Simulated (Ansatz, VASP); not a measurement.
## Rh: VASP beside Ansatz

File INCAR:

```
PREC = Accurate ; ENCUT = 600
EDIFF = 1E-6 ; ISMEAR = 0
SIGMA = 0.1 ; LREAL = False
LASPH = True ; NELM = 100
ALGO = Fast ; ISIF = 3
LWAVE = False ; LCHARG = False
GGA = CA ; IBRION = 2
NSW = 100 ; EDIFFG = -0.002
```

File KPOINTS:

```
Automatic mesh
0
Gamma
  26 26 26
```

File POSCAR:

```
Rh
1.0
    0.0000000000      1.8789959223      1.8789959223
    1.8789959223      0.0000000000      1.8789959223
    1.8789959223      1.8789959223      0.0000000000
Rh
1
Direct
    0.0000000000      0.0000000000      0.0000000000
```

Input for Ansatz:

```yaml
crystal:
  lattice:
    - [0.0, 1.8789959223, 1.8789959223]
    - [1.8789959223, 0.0, 1.8789959223]
    - [1.8789959223, 1.8789959223, 0.0]
  atoms:
    - { symbol: Rh, position: [0.0, 0.0, 0.0] }
basis:
  ecutwfc: 420
kpoints:
  mp_grid: { grid: [26, 26, 26] }
hamiltonian:
  xc: lda
  pseudopotentials: { kind: paw, azcp: { folder: soft_1 } }
scf:
  occupations: { method: gaussian, width: 0.1 }
output:
  forces: true
  stress: true
  eigenvalues: true
relax:
  adjacent_minimum: "off"
  f_tol: 0.002
  max_steps: 80
  cell: { stress_tol: 0.02 }
```

Alike in both runs: task relaxation of cell and atoms; functional LDA; k mesh 26 × 26 × 26; occupations gaussian, width 0.1 eV; no spin polarisation.

|  | VASP | Ansatz |
| --- | --- | --- |
| version | VASP 6.6.1 | Ansatz 0.2.0 |
| potentials or method | VASP PAW LDA potentials, release 64 (Rh_pv), cutoff 600 eV | scalar-relativistic, plane waves, PAW |
| valence electrons in the cell | 15 | 17 |

Ansatz gave:

```
gap on the k mesh at the Fermi level, each at its own relaxed structure (eV) : none
relaxed volume (Å³/atom)                                                     : 13.23
relaxed cell length with the largest relative difference (Å)                 : 2.655
```

Q: Which values does VASP return?

A: gap on the k mesh at the Fermi level, each at its own relaxed structure (eV): none; relaxed volume (Å³/atom): 13.26; relaxed cell length with the largest relative difference (Å): 2.656.

Ansatz warns that its potentials were made for another functional, while VASP's fit it. LDA's correlation is that of Perdew and Zunger in VASP and of Perdew and Wang (1992) in Ansatz. A gap of «none» marks a metal or a gap that the smearing closes. VASP's potentials hold 15 valence electrons a cell and Ansatz's 17, so a difference there can come from the potentials and not from the codes.
